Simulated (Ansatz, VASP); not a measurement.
MoS2 in VASP and in Ansatz

Contents of INCAR:

```
PREC = Accurate ; ENCUT = 520
EDIFF = 1E-6 ; ISMEAR = 0
SIGMA = 0.05 ; LREAL = False
LASPH = True ; NELM = 80
ALGO = Normal ; ISIF = 2
LWAVE = False ; LCHARG = False
GGA = PE ; IVDW = 12
NBANDS = 20
```

KPOINTS

```
Automatic mesh
0
Gamma
  12 12 4
```

POSCAR

```
MoS2
1.0
    3.1497239970      0.0000000000      0.0000000000
   -1.5748619985      2.7277409963      0.0000000000
    0.0000000000      0.0000000000      6.6475426602
Mo S
1 2
Direct
    0.0000000000      0.0000000000      0.0000000000
    0.3333333333      0.6666666667      0.2450712079
    0.3333333333      0.6666666667      0.7737327331
```

Input for Ansatz:

```yaml
crystal:
  lattice:
    - [3.149723997, 0.0, 0.0]
    - [-1.5748619985, 2.7277409963, 0.0]
    - [0.0, 0.0, 6.6475426602]
  atoms:
    - { symbol: Mo, position: [0.0, 0.0, 0.0] }
    - { symbol: S, position: [0.3333333333, 0.6666666667, 0.2450712079] }
    - { symbol: S, position: [0.3333333333, 0.6666666667, 0.7737327331] }
basis:
  ecutwfc: 420
kpoints:
  mp_grid: { grid: [12, 12, 4] }
hamiltonian:
  xc: pbe
  dispersion: d3bj
scf:
  occupations: { method: gaussian, width: 0.05 }
output:
  forces: true
  stress: true
  eigenvalues: true
  write_density: true
  write_potential: true
  elf: true
  volumetric_format: npy
```

Change from the starting cell: all S atoms moved +0.062 Å, as atom 2 along Cartesian [0 0 1].

Alike in both runs: task single point; functional PBE; dispersion D3(BJ); k mesh 12 × 12 × 4; occupations gaussian, width 0.05 eV; no spin polarisation.

|  | VASP | Ansatz |
| --- | --- | --- |
| version | VASP 6.6.1 | Ansatz 0.2.0 |
| potentials or method | VASP PAW PBE potentials, release 64 (Mo_sv, S), cutoff 520 eV | scalar-relativistic, plane waves, PAW |
| valence electrons in the cell | 26 | 26 |

Ansatz gave:

```
gap on the k mesh at the Fermi level (eV)                     : 1.12
least direct gap on the mesh (eV)                             : 1.76
pressure (GPa)                                                : 0.3
traceless stress, the component that is largest in VASP (GPa) : -0.06
rms of the force components (eV/Å)                            : 0.779
```

Q: Which values does VASP return?

A: gap on the k mesh at the Fermi level (eV): 1.14; least direct gap on the mesh (eV): 1.76; pressure (GPa): 0.2; traceless stress, the component that is largest in VASP (GPa): -0.10; rms of the force components (eV/Å): 0.777.

Atom by atom the forces differ by 0.006 eV/Å (rms over components).
